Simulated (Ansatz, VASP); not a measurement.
Pb: VASP beside Ansatz

INCAR

```
PREC = Accurate
ENCUT = 520
EDIFF = 1E-6
ISMEAR = 0
SIGMA = 0.15
LREAL = False
LASPH = True
NELM = 60
ALGO = Fast
ISIF = 2
LWAVE = False
LCHARG = False
GGA = PE
NBANDS = 13
```

File KPOINTS:

```
Automatic mesh
0
Gamma
  16 16 16
```

Contents of POSCAR:

```
Pb
1.0
    0.0000000000      2.5315450000      2.5932900000
    2.5315450000      0.0000000000      2.5932900000
    2.5315450000      2.5315450000      0.0000000000
Pb
1
Direct
    0.0000000000      0.0000000000      0.0000000000
```

Input for Ansatz:

```yaml
crystal:
  lattice:
    - [0.0, 2.531545, 2.59329]
    - [2.531545, 0.0, 2.59329]
    - [2.531545, 2.531545, 0.0]
  atoms:
    - { symbol: Pb, position: [0.0, 0.0, 0.0] }
basis:
  ecutwfc: 420
kpoints:
  mp_grid: { grid: [16, 16, 16] }
hamiltonian:
  xc: pbe
scf:
  occupations: { method: gaussian, width: 0.15 }
output:
  forces: true
  stress: true
  eigenvalues: true
```

Change from the starting cell: strain +0.025 along x and y, +0.050 along z, atoms carried along.

Alike in both runs: task single point; functional PBE; k mesh 16 × 16 × 16; occupations gaussian, width 0.15 eV; no spin polarisation.

|  | VASP | Ansatz |
| --- | --- | --- |
| version | VASP 6.6.1 | Ansatz 0.2.0 |
| potentials or method | VASP PAW PBE potentials, release 64 (Pb_d), cutoff 520 eV | scalar-relativistic, plane waves, PAW |
| valence electrons in the cell | 14 | 14 |

```tsv
	VASP	Ansatz	Ansatz less VASP
gap on the k mesh at the Fermi level (eV)	none	none	-
pressure (GPa)	-1.5	-1.5	0.00
traceless stress, the component that is largest in VASP (GPa)	-0.16	-0.16	-0.001
```

A gap of «none» marks a metal or a gap that the smearing closes.

Spin-orbit coupling is off throughout.
